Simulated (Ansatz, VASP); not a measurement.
InSb: VASP beside Ansatz

The input INCAR:

```
SYSTEM = InSb
ALGO     = Normal         ! electronic algorithm
EDIFF    = 1E-6           ! SCF threshold, eV
ENCUT    = 520            ! plane-wave cutoff, eV
GGA      = PS             ! functional
ISIF     = 2              ! what is computed and relaxed
ISMEAR   = 0              ! smearing method
LASPH    = .TRUE.         ! aspherical terms in the spheres
LCHARG   = .TRUE.         ! write CHGCAR
LELF     = .TRUE.         ! ELF
LREAL    = .FALSE.        ! projectors in reciprocal space
LVHAR    = .TRUE.       
LWAVE    = .FALSE.        ! write WAVECAR
NBANDS   = 16             ! bands
NELM     = 60             ! most SCF steps
PREC     = Accurate       ! precision mode
SIGMA    = 0.15           ! smearing width, eV
```

The input KPOINTS:

```
k-points
0
G
  12 12 12
  0 0 0
```

Contents of POSCAR:

```
InSb
1.0
    0.0000000000      3.2391000000      3.2552955000
    3.2391000000      0.0000000000      3.2552955000
    3.2391000000      3.2391000000      0.0000000000
In Sb
1 1
Direct
    0.0000000000      0.0000000000      0.0000000000
    0.7500000000      0.7500000000      0.7500000000
```

Input for Ansatz:

```yaml
crystal:
  lattice:
    - [0.0, 3.2391, 3.2552955]
    - [3.2391, 0.0, 3.2552955]
    - [3.2391, 3.2391, 0.0]
  atoms:
    - { symbol: In, position: [0.0, 0.0, 0.0] }
    - { symbol: Sb, position: [0.75, 0.75, 0.75] }
basis:
  ecutwfc: 420
kpoints:
  mp_grid: { grid: [12, 12, 12] }
hamiltonian:
  xc: pbesol
scf:
  occupations: { method: gaussian, width: 0.15 }
output:
  forces: true
  stress: true
  eigenvalues: true
```

Change from the starting cell: strain +0.0050 x Voigt [0, 0, 1, 0, 0, 0], atoms carried along.

Alike in both runs: task single point; functional PBEsol; k mesh 12 × 12 × 12; occupations gaussian, width 0.15 eV; no spin polarisation.

|  | VASP | Ansatz |
| --- | --- | --- |
| version | VASP 6.6.1 | Ansatz 0.2.0 |
| potentials or method | VASP PAW PBE potentials, release 64 (In_d, Sb), cutoff 520 eV | scalar-relativistic, plane waves, PAW |
| valence electrons in the cell | 18 | 28 |

```tsv
	VASP	Ansatz	Ansatz less VASP
gap on the k mesh at the Fermi level (eV)	none	none	-
pressure (GPa)	0.6	0.6	-0.02
traceless stress, the component that is largest in VASP (GPa)	-0.09	-0.09	0.000
```

VASP's potentials were made for PBE, not for PBEsol. A gap of «none» marks a metal or a gap that the smearing closes. VASP's potentials hold 18 valence electrons a cell and Ansatz's 28, so a difference there can come from the potentials and not from the codes.

Spin-orbit coupling is off throughout.
